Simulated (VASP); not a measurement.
# SrTi2O4 in VASP: a series of runs

The runs below take SrTi2O4 through single point, with PBE.

Program: VASP 6.6.1. These are calculated values, not measurements. Logs are shortened: lines on timing, memory, paths and dates and some standing lists are left out, and cuts for length are marked.

## (1) The cell of the first run

The typed cell holds 7 atoms: a = 3.081 Å, b = 4.990 Å, c = 6.052 Å, α = 90.22°, β = 89.98°, γ = 89.98°.

## (2) Single point, PBE

Input file INCAR:

```
PREC = Accurate
ENCUT = 520
EDIFF = 1E-7
ISMEAR = 0
SIGMA = 0.2
LREAL = False
LASPH = True
NELM = 60
ALGO = Normal
ISIF = 2
LWAVE = False
LCHARG = False
GGA = PE
NBANDS = 38
```

Input file KPOINTS:

```
regular mesh
0
Gamma
  8 4 4
```

Input file POSCAR:

```
SrTi2O4
1.0
   -0.0004560738     -3.0807351344     -0.0004248731
   -4.9896766005     -0.0007321004     -0.0158672872
    0.0421846312     -0.0009158769     -6.0514621103
Sr Ti O
1 2 4
Direct
    0.0000206233      0.9999525054      0.4999986391
    0.4999779664      0.5000133824      1.0000038955
    0.0000007687      1.0000161500     -0.0000029590
    0.4999212455      0.1556474271      0.1975149065
    0.5001131415      0.8443549174      0.8024798305
    0.0001294263      0.3373042701      0.8172184889
   -0.0001631717      0.6627113475      0.1827871985
```

Potentials or basis: VASP PAW PBE potentials, release 64 (Sr_sv, Ti_sv, O).

Launch:

```sh
cat potpaw_PBE.64/Sr_sv/POTCAR potpaw_PBE.64/Ti_sv/POTCAR potpaw_PBE.64/O/POTCAR > POTCAR
mpirun -np 1 vasp_std > vasp.out
```

OUTCAR:

```text
PREC = Accurate
   ENCUT = 520
   EDIFF = 1E-7
   ISMEAR = 0
   LREAL = False
   LASPH = True
   NELM = 60
   ISIF = 2
   GGA = PE

 ion  position               nearest neighbor table
   1  0.000  1.000  0.500-   5 2.52   4 2.52   5 2.52   4 2.52   7 2.55   6 2.55   3 3.03   3 3.03

   2  0.500  0.500  0.000-   7 2.06   6 2.06   7 2.06   6 2.06   5 2.10   4 2.10
   3  0.000  0.000  1.000-   6 2.02   7 2.02   4 2.10   5 2.10   5 2.10   4 2.10   1 3.03   1 3.03

   4  0.500  0.156  0.198-   3 2.10   2 2.10   3 2.10   1 2.52   1 2.52
   5  0.500  0.844  0.802-   2 2.10   3 2.10   3 2.10   1 2.52   1 2.52
   6  0.000  0.337  0.817-   3 2.02   2 2.06   2 2.06   1 2.55
   7  1.000  0.663  0.183-   3 2.02   2 2.06   2 2.06   1 2.55

  LATTYP: Found a triclinic cell.
 ALAT       =     6.7898568862
 B/A-ratio  =     0.4537260872
 C/A-ratio  =     0.7348758548
 COS(alpha) =     0.0002952007
 COS(beta)  =     0.0035125963
 COS(gamma) =     0.4534692030

  Lattice vectors:

 A1 = (   0.0426407050,   3.0798192575,  -6.0510372372)
 A2 = (   0.0004560738,   3.0807351344,   0.0004248731)
 A3 = (   4.9896766005,   0.0007321004,   0.0158672872)

Analysis of symmetry for initial positions (statically):
=====================================================================
 Subroutine PRICEL returns:
 Original cell was already a primitive cell.

 Routine SETGRP: Setting up the symmetry group for a
 triclinic supercell.

 Subroutine GETGRP returns: Found  1 space group operations
 (whereof  1 operations were pure point group operations)
 out of a pool of  2 trial point group operations.

The static configuration has the point symmetry C_1 .

Analysis of symmetry for dynamics (positions and initial velocities):
=====================================================================
 Subroutine PRICEL returns:
 Original cell was already a primitive cell.

 Routine SETGRP: Setting up the symmetry group for a
 triclinic supercell.

 Subroutine GETGRP returns: Found  1 space group operations
 (whereof  1 operations were pure point group operations)
 out of a pool of  2 trial point group operations.

The dynamic configuration has the point symmetry C_1 .

 Subroutine INISYM returns: Found  1 space group operations
 (whereof  1 operations are pure point group operations),
 and found     1 'primitive' translations

----------------------------------------------------------------------------------------

                                     Primitive cell

  volume of cell :      93.0244

  direct lattice vectors                    reciprocal lattice vectors
    -0.000456074 -3.080735134 -0.000424873     0.000047469 -0.324597864  0.000049458
    -4.989676601 -0.000732100 -0.015867287    -0.200409352  0.000029861 -0.001397054
     0.042184631 -0.000915877 -6.051462110     0.000525482  0.000022712 -0.165245661

  length of vectors
     3.080735197  4.989701883  6.051609212     0.324597871  0.200414224  0.165246498

  position of ions in fractional coordinates (direct lattice)
     0.000020623  0.999952505  0.499998639
     0.499977966  0.500013382  0.000003896
     0.000000769  0.000016150  0.999997041
     0.499921245  0.155647427  0.197514906
     0.500113142  0.844354917  0.802479830
     0.000129426  0.337304270  0.817218489
     0.999836828  0.662711348  0.182787199

  ion indices of the primitive-cell ions
   primitive index   ion index
                 1           1
                 2           2
                 3           3
                 4           4
                 5           5
                 6           6
                 7           7

----------------------------------------------------------------------------------------

 KPOINTS: regular mesh

Automatic generation of k-mesh.
 Grid dimensions read from file:
 generate k-points for:    8    4    4

 Generating k-lattice:

  Cartesian coordinates                     Fractional coordinates (reciprocal lattice)
     0.000005934 -0.040574733  0.000006182     0.125000000  0.000000000 -0.000000000
    -0.050102338  0.000007465 -0.000349264     0.000000000  0.250000000  0.000000000
     0.000131370  0.000005678 -0.041311415    -0.000000000 -0.000000000  0.250000000

  Length of vectors
     0.040574734  0.050103556  0.041311624

  Shift w.r.t. Gamma in fractional coordinates (k-lattice)
     0.000000000  0.000000000  0.000000000

 Subroutine IBZKPT returns following result:
 ===========================================

 Found     68 irreducible k-points:

 Following reciprocal coordinates:
            Coordinates               Weight
  0.000000  0.000000  0.000000      1.000000
  0.125000  0.000000  0.000000      2.000000
  0.250000  0.000000  0.000000      2.000000
  0.375000  0.000000  0.000000      2.000000
  0.500000  0.000000  0.000000      1.000000
 -0.000000  0.250000  0.000000      2.000000
[... 16 lines left out ...]
  0.500000 -0.000000  0.250000      2.000000
 -0.375000  0.000000  0.250000      2.000000
 [... further k-points ...]
   k-points           NKPTS =     68   k-points in BZ     NKDIM =     68   number of bands    NBANDS=     38
   number of dos      NEDOS =    301   number of ions     NIONS =      7
   total plane-waves  NPLWV =  46080
   dimension x,y,z NGX =    24 NGY =   40 NGZ =   48
   dimension x,y,z NGXF=    48 NGYF=   80 NGZF=   96
   ions per type =               1   2   4
   NGX,Y,Z   is equivalent  to a cutoff of  12.95, 13.33, 13.19 a.u.
   NGXF,Y,Z  is equivalent  to a cutoff of  25.90, 26.65, 26.37 a.u.
 SYSTEM =  unknown system
   PREC   = accura    normal or accurate (medium, high low for compatibility)
   ISTART =      0    job   : 0-new  1-cont  2-samecut
   ICHARG =      2    charge: 1-file 2-atom 10-const
   ISPIN  =      1    spin polarized calculation?
   LNONCOLLINEAR =      F non collinear calculations
   LSORBIT =      F    spin-orbit coupling
   LASPH  =      T    aspherical Exc in radial PAW
   ENCUT  =  520.0 eV  38.22 Ry    6.18 a.u.   5.73  9.28 11.25*2*pi/ulx,y,z
   NELM   =     60;   NELMIN=  2; NELMDL= -5     # of ELM steps
   EDIFF  = 0.1E-06   stopping-criterion for ELM
   LREAL  =      F    real-space projection
   EDIFFG = 0.1E-05   stopping-criterion for IOM
   NSW    =      0    number of steps for IOM
   IBRION =     -1    ionic relax: 0-MD 1-quasi-New 2-CG
   NFREE  =      0    steps in history (QN), initial steepest desc. (CG)
   ISIF   =      2    stress and relaxation
   ISYM   =      2    0-nonsym 1-usesym 2-fastsym
   POTIM  = 0.5000    time-step for ionic-motion
   TEBEG  =    0.0;   TEEND  =   0.0 temperature during run
   PSTRESS=    0.0 pullay stress
   NELECT =      58.0000    total number of electrons
   NUPDOWN=      -1.0000    fix difference up-down
   EMIN   =  10.00;   EMAX   =-10.00  energy-range for DOS
   EFERMI =   0.00;   METHOD = LEGACY
   ISMEAR =     0;   SIGMA  =   0.20  broadening in eV -4-tet -1-fermi 0-gaus
   EFERMI_NEDOS =   21; number of points for ismear=-14 and -15
   IALGO  =     38    algorithm
   IMIX   =      4    mixing-type and parameters
     AMIX     =   0.40;   BMIX     =  1.00
     AMIX_MAG =   1.60;   BMIX_MAG =  1.00
  volume/ion in A,a.u.               =      13.29        89.68
  Fermi-wavevector in a.u.,A,eV,Ry     =   1.398573  2.642921 26.613099  1.956008
  Thomas-Fermi vector in A             =   2.521718
   LORBIT       =      0    0 simple, 1 ext, 2 COOP (PROOUT), +10 PAW based schemes
   GGA     = PE    functional components
   LHFCALC =     F    Hartree Fock is set to
   AEXX    =    0.0000 exact exchange contribution
   IVDW    =     0    specifies the selected vdW correction
   LEPSILON=     F    determine dielectric tensor
   LRPA    =     F    only Hartree local field effects (RPA)
 non-spin polarized calculation
 Gauss-broadening in eV      SIGMA  =   0.20
  energy-cutoff  :      520.00
  volume of cell :       93.02
 maximum number of plane-waves:      2522
   NGX = 11   NGY = 19   NGZ = 23

 number of electron      58.0000016 magnetization

 Free energy of the ion-electron system (eV)
  ---------------------------------------------------
  ext. energy  EPLUGINS =         0.00000000
  ---------------------------------------------------
  free energy    TOTEN  =       -56.65076256 eV

  energy without entropy =      -56.57934642  energy(sigma->0) =      -56.61505449

 E-fermi :   6.4924     XC(G=0): -10.4562

 val. band max:        6.4444389564   @ k =   0.5000   0.2500   0.5000
 cond. band min:       6.5030183576   @ k =   0.1250   0.2500   0.5000
 fundamental gap:      0.0585794012
 Fermi energy:         6.4924244915

 k-point     1 :       0.0000    0.0000    0.0000
  band No.  band energies     occupation
      1     -51.9045      2.00000
      2     -51.6102      2.00000
      3     -29.6394      2.00000
      4     -28.4289      2.00000
      5     -28.1313      2.00000
      6     -28.1217      2.00000
[... 30 lines left out ...]
     37       9.3706      0.00000
     38       9.6752      0.00000

 k-point     2 :       0.1250    0.0000    0.0000
  band No.  band energies     occupation
      1     -51.9001      2.00000
      2     -51.6075      2.00000
      3     -29.6060      2.00000
      4     -28.4025      2.00000
      5     -28.1638      2.00000
      6     -28.1210      2.00000
[... 30 lines left out ...]
     37       9.2511      0.00000
     38       9.7292      0.00000

 k-point     3 :       0.2500    0.0000    0.0000
  band No.  band energies     occupation
      1     -51.8893      2.00000
      2     -51.6011      2.00000
      3     -29.5237      2.00000
      4     -28.3305      2.00000
      5     -28.2643      2.00000
      6     -28.0959      2.00000
[... 30 lines left out ...]
     37       9.3269      0.00000
[... 781 lines left out ...]
 k-point    23 :       0.5000   -0.0000    0.2500
  band No.  band energies     occupation
      1     -51.8741      2.00000
      2     -51.5921      2.00000
      3     -29.4082      2.00000
      4     -28.4034      2.00000
      5     -28.1769      2.00000
      6     -28.1346      2.00000
[... 30 lines left out ...]
     37       9.5769      0.00000
     38       9.7216      0.00000

 k-point    24 :      -0.3750    0.0000    0.2500
  band No.  band energies     occupation
      1     -51.8786      2.00000
      2     -51.5948      2.00000
      3     -29.4440      2.00000
      4     -28.3630      2.00000
      5     -28.2357      2.00000
      6     -28.0905      2.00000
[... 30 lines left out ...]
     37       9.4182      0.00000
     38       9.7809      0.00000

 [... further k-points ...]
[... 5 lines left out ...]
  --------------------------------------------------------------------------------------
  -------------------------------------------------------------------------------------
  Total        0.3815740      0.3730424      0.4220339     -0.0115198     -0.0069845     -0.0328297
  in kB        6.5719256      6.4249853      7.2687749     -0.1984077     -0.1202952     -0.5654319
  external PRESSURE =       6.7552286 kB  Pullay stress =       0.0000000 kB

 VOLUME and BASIS-vectors are now :
 -----------------------------------------------------------------------------
  energy-cutoff  :      520.00
  volume of cell :       93.02
      direct lattice vectors                 reciprocal lattice vectors
    -0.000456074 -3.080735134 -0.000424873     0.000047469 -0.324597864  0.000049458
    -4.989676601 -0.000732100 -0.015867287    -0.200409352  0.000029861 -0.001397054
     0.042184631 -0.000915877 -6.051462110     0.000525482  0.000022712 -0.165245661

 POSITION                                       TOTAL-FORCE (eV/Angst)
 -----------------------------------------------------------------------------------
     -4.96835     -0.00125     -3.04159        -0.000541      0.000026      0.000096
     -2.49513     -1.54067     -0.00817         0.000629     -0.000403      0.000113
      0.04210     -0.00092     -6.05144         0.000346     -0.000093     -0.000314
     -0.76853     -1.54042     -1.19794        -0.012805      0.000286      0.008710
     -4.17943     -1.54207     -4.86979         0.012434      0.000543     -0.009138
     -1.64857     -0.00139     -4.95072        -0.024782     -0.000009      0.031732
     -3.29946     -3.08089     -1.11707         0.024719     -0.000350     -0.031200
 -----------------------------------------------------------------------------------
    total drift:                               -0.000000     -0.000005      0.000016

  FREE ENERGIE OF THE ION-ELECTRON SYSTEM (eV)
  ---------------------------------------------------
  free  energy   TOTEN  =       -56.6507625581 eV

  energy  without entropy=      -56.5793464189  energy(sigma->0) =      -56.61505449
```

It took 4.4 min on 1 thread of Intel Xeon Platinum 8175M at 2.50GHz (Skylake/Cascade Lake), shared host; peak memory 0.35 GiB.

What came out:

```
Free energy            : -56.6508 eV
Pressure               : 0.7 GPa
Largest force          : 0.040 eV/Å
Band gap on the k mesh : zero (band 29 reaches 6.93 eV, above the bottom of band 30 at 5.80 eV)
```

Forces in eV/Å, atoms in the order of the input:
```
Sr  -0.001  0.000  0.000
Ti   0.001  0.000  0.000
Ti   0.000  0.000  0.000
O   -0.013  0.000  0.009
O    0.012  0.001 -0.009
O   -0.025  0.000  0.032
O    0.025  0.000 -0.031
```

Levels at points of the mesh, in eV from the Fermi level:
```
           k point  band 27  band 28  band 29  band 30  band 31  band 32
(0.00, 0.00, 0.00)    -3.60    -3.32    -1.06     0.05     0.33     0.49
(0.50, 0.00, 0.00)    -4.56    -4.18     0.43     0.51     0.76     0.91
(0.00, 0.50, 0.00)    -4.22    -3.82    -0.58     0.20     0.70     0.83
(0.50, 0.50, 0.00)    -4.03    -4.01    -0.72    -0.69     1.21     1.38
(0.00, 0.00, 0.50)    -3.67    -3.35    -0.35     0.08     0.51     0.90
(0.50, 0.00, 0.50)    -4.60    -4.36     0.38     0.72     0.77     0.92
(0.00, 0.50, 0.50)    -4.13    -3.82     0.04     0.09     0.78     0.86
(0.50, 0.50, 0.50)    -4.01    -3.99    -0.55    -0.43     1.22     1.41
```

Caveat: semilocal functionals often make such compounds metallic where correlation or magnetic order opens a gap, which also shifts bond lengths.

## (3) Single point, PBE, collinear spin, ferromagnetic start

This run uses another cell than the first one, of 13.23 Å³/atom, 0.995 times its volume.

Input file INCAR:

```
SYSTEM = SrTi2O4
  ALGO = Normal
  EDIFF = 1E-7
  ENCUT = 520
  GGA = PE
  ISIF = 2
  ISMEAR = 0
  ISPIN = 2
  LASPH = .True.
  LCHARG = .True.
  LELF = .True.
  LMAXMIX = 4
  LORBIT = 11
  LREAL = .False.
  LVHAR = .True.
  LWAVE = .False.
  MAGMOM = 0 1 1 0 0 0 0
  NBANDS = 42
  NELM = 150
  PREC = Accurate
  SIGMA = 0.15
```

Input file KPOINTS:

```
k-points
0
Gamma
  3 4 2
  0 0 0
```

Input file POSCAR:

```
SrTi2O4
1.0
    4.9793761562      0.0000000000      0.0263082132
    0.0000000000      3.0774169532      0.0000000000
    0.0293437762      0.0000000000      6.0429223624
Sr Ti O
1 2 4
Direct
    0.0000000000      0.0000000000      0.5000000000
    0.5000000000      0.5000000000      0.0000000000
    0.0000000000      0.0000000000      0.0000000000
    0.8437240854      0.5000000000      0.1972027703
    0.1562759146      0.5000000000      0.8027972297
    0.6632426449      0.0000000000      0.8156672367
    0.3367573551      0.0000000000      0.1843327633
```

Potentials or basis: VASP PAW PBE potentials, release 64 (Sr_sv, Ti_sv, O).

Launch:

```sh
cat potpaw_PBE.64/Sr_sv/POTCAR potpaw_PBE.64/Ti_sv/POTCAR potpaw_PBE.64/O/POTCAR > POTCAR
mpirun -np 1 vasp_std > vasp.out
```

It took 2 min on 1 thread of Intel Xeon Platinum 8175M at 2.50GHz (Skylake/Cascade Lake), shared host; peak memory 0.28 GiB.

It converged, with:

- Free energy: -56.6806 eV
- Pressure: 0.9 GPa
- Largest force: 0.052 eV/Å
- Band gap on the k mesh: zero (filled and empty bands overlap)
- Net moment: 0.00 μB per cell
- Valence electrons inside the program's atomic spheres: Sr 8.11; Ti 10.21, 10.32; O 5.03

Forces in eV/Å, atoms in the order of the input:
```
Sr   0.000  0.000  0.000
Ti   0.000  0.000  0.000
Ti   0.000  0.000  0.000
O    0.002  0.000  0.015
O   -0.002  0.000 -0.015
O   -0.049  0.000 -0.019
O    0.049  0.000  0.019
```

Stress tensor (GPa, compression positive):
```
0.57 0.00 0.05
0.00 0.84 0.00
0.05 0.00 1.30
```

Levels at points of the mesh, in eV from the Fermi level:
Spin up:
```csv
k point,band 27,band 28,band 29,band 30,band 31,band 32
"(0.00, 0.00, 0.00)",-3.65,-3.35,-1.11,0.00,0.28,0.46
"(0.00, 0.50, 0.00)",-4.61,-4.24,0.37,0.48,0.70,0.88
"(0.00, 0.00, 0.50)",-3.71,-3.40,-0.39,0.04,0.48,0.85
"(0.00, 0.50, 0.50)",-4.65,-4.42,0.35,0.67,0.74,0.87
```
Spin down:
```
           k point  band 27  band 28  band 29  band 30  band 31  band 32
(0.00, 0.00, 0.00)    -3.65    -3.35    -1.11     0.00     0.28     0.46
(0.00, 0.50, 0.00)    -4.61    -4.24     0.37     0.48     0.70     0.88
(0.00, 0.00, 0.50)    -3.71    -3.40    -0.39     0.04     0.48     0.85
(0.00, 0.50, 0.50)    -4.65    -4.42     0.35     0.67     0.74     0.87
```

Caveat: the k points lie up to 0.52 Å⁻¹ apart; semilocal functionals often make such compounds metallic where correlation or magnetic order opens a gap, which also shifts bond lengths.
